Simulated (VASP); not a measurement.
**Si9O16 (a cell with a defect): single point with LDA**

Crystal: Si9O16 (a cell with a defect).

```
Si O
1.0
    -4.17970   -4.17970    0.00000
     4.17970   -4.17970    0.00000
     0.00000    0.00000    5.33380
Si O
9 16
Cartesian
  -0.0405 -4.3091 -0.0595
  2.1107 -2.1602 1.3326
  -0.0047 -4.2402 2.6211
  2.1739 -2.1199 3.8265
  -0.0927 0.5835 -0.0594
  -2.1927 -2.0848 1.4092
  0.0756 -0.1365 2.6145
  -1.9426 -2.0972 4.0068
  -0.1166 -1.4473 5.1132
  1.2341 -2.8905 -0.0832
  0.8439 -1.0404 1.3823
  -1.2282 -5.6330 -0.0542
  3.4242 -3.3086 1.4094
  1.3160 -3.0468 2.6131
  1.0757 -0.9024 3.7311
  -1.2030 -5.5309 2.5427
  3.3788 -3.3102 3.8227
  -2.8385 -2.8604 -0.0150
  0.6582 -5.0558 1.3285
  -1.6429 -0.9919 0.3835
  -0.8308 -3.3669 1.2519
  -2.8883 -2.9524 2.6618
  0.8435 -5.0703 3.9696
  -1.2840 -1.2813 2.6312
  -0.8885 -3.6605 3.9147
```

- Program: VASP 6.6.1
- Task: single point
- Functional: LDA
- Potentials or basis: VASP PAW LDA potentials, release 64 (Si, O)
- Cutoff: 520 eV
- k mesh: 2 × 2 × 2
- Occupations: fermi-dirac, width 0.05 eV
- Spin: no spin polarisation

| Quantity | Value |
| --- | --- |
| Pressure | 34.3 GPa |
| Largest force | 0.700 eV/Å |
| Band gap on the k mesh | 1.90 eV |

Forces on the atoms (eV/Å):
```
Si   0.111  0.010 -0.006
Si   0.022 -0.121 -0.029
Si  -0.056 -0.198 -0.010
Si  -0.283 -0.145  0.135
Si   0.165  0.145 -0.210
Si   0.009 -0.011  0.090
Si  -0.030  0.433 -0.355
Si   0.416 -0.052  0.102
Si  -0.155  0.173  0.158
O    0.161 -0.259 -0.039
O   -0.153 -0.193 -0.275
O   -0.017 -0.036 -0.055
O    0.254  0.226  0.020
O   -0.095 -0.160 -0.055
O   -0.483 -0.204  0.105
O   -0.265  0.103  0.113
O    0.009  0.089 -0.209
O    0.252  0.110 -0.062
O   -0.188 -0.265  0.010
O   -0.036  0.524  0.462
O    0.022  0.014  0.004
O    0.127 -0.111  0.032
O    0.143 -0.082 -0.008
O    0.151  0.077  0.103
O   -0.082 -0.067 -0.019
```

Stress tensor (GPa, compression positive):
```
30.94 -1.15 -9.88
-1.15 31.83  2.26
-9.88  2.26 40.03
```

Levels at points of the mesh, in eV from the valence-band top:
```
           k point  band 64  band 65  band 66  band 67  band 68  band 69
(0.00, 0.00, 0.00)    -3.71    -1.36    -0.74     1.90     2.19     2.88
(0.50, 0.00, 0.00)    -4.28    -0.98    -0.58     2.03     2.80     3.03
(0.00, 0.50, 0.00)    -4.42    -1.08    -0.64     2.33     2.88     3.05
(0.50, 0.50, 0.00)    -4.09    -1.06    -0.37     2.49     3.19     3.86
(0.00, 0.00, 0.50)    -4.21    -0.72    -0.36     2.77     3.37     3.72
(0.50, 0.00, 0.50)    -4.14    -0.67    -0.11     2.91     3.74     4.08
(0.00, 0.50, 0.50)    -4.13    -0.88    -0.16     3.19     3.73     3.91
(0.50, 0.50, 0.50)    -4.51    -0.63     0.00     3.27     4.36     4.52
```

Run time: 97 s on 1 thread of AMD EPYC 9R45 96-Core Processor (Zen 5), with other jobs on the host, peak memory 0.24 GiB.

Caveat: the k points lie up to 0.59 Å⁻¹ apart.
